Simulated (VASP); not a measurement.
Write the native input for VASP 6.6.1 that does the following.

| Item | Value |
| --- | --- |
| Task | single point |
| Functional | PBEsol |
| Potentials or basis | VASP PAW PBE potentials, release 64 (Na_pv, H, F) |
| Cutoff | 520 eV |
| k mesh | 9 × 9 × 9 |
| Occupations | gaussian, width 0.05 eV |
| Spin | no spin polarisation |
| Dipole correction | no |
| Further INCAR settings | ALGO = Normal; EDIFF = 1e-06; NBANDS = 19 |

The structure of NaHF2 lies in POSCAR:

```
NaHF2
1.0
    1.6420229563      0.9480223958      4.8708142337
   -1.6420229563      0.9480223958      4.8708142337
    0.0000000000     -1.8960447916      4.8708142337
Na H F
1 1 2
Direct
    0.0000000000      0.0000000000      0.0000000000
    0.5000000000      0.5000000000      0.5000000000
    0.4100000000      0.4100000000      0.4100000000
    0.5900000000      0.5900000000      0.5900000000
```

This cell differs from its parent crystal: strain -0.050 along x and y, +0.050 along z.

One way to write it, as run:

INCAR

```
SYSTEM = NaHF2
PREC = Accurate ; ENCUT = 520
EDIFF = 1E-6 ; ISMEAR = 0
SIGMA = 0.05 ; LREAL = .FALSE.
LASPH = .TRUE. ; NELM = 80
ALGO = Normal ; ISIF = 2
LWAVE = .FALSE. ; LCHARG = .TRUE.
GGA = PS ; LELF = .TRUE.
LVHAR = .TRUE. ; NBANDS = 19
```

KPOINTS

```
regular mesh
0
G
  9 9 9
  0 0 0
```

Potentials or basis: VASP PAW PBE potentials, release 64 (Na_pv, H, F).

The run is started by

```sh
$ cat potpaw_PBE.64/Na_pv/POTCAR potpaw_PBE.64/H/POTCAR potpaw_PBE.64/F/POTCAR > POTCAR
$ mpirun -np 1 vasp_std > vasp.out
```

It gave:

```json
{
 "Pressure": "-4.0 GPa",
 "Largest force": "3.038 eV/Å",
 "Band gap on the k mesh": "6.37 eV, indirect (least direct gap 6.57 eV)"
}
```

Caveat: the cell differs from its parent crystal (strain -0.050 along x and y, +0.050 along z); the PAW data sets were made with another functional, which shifts forces and pressure a little.

It took 72 s on 1 thread of Intel(R) Xeon(R) 6975P-C (Granite Rapids) (shared host), peak memory 0.26 GiB.
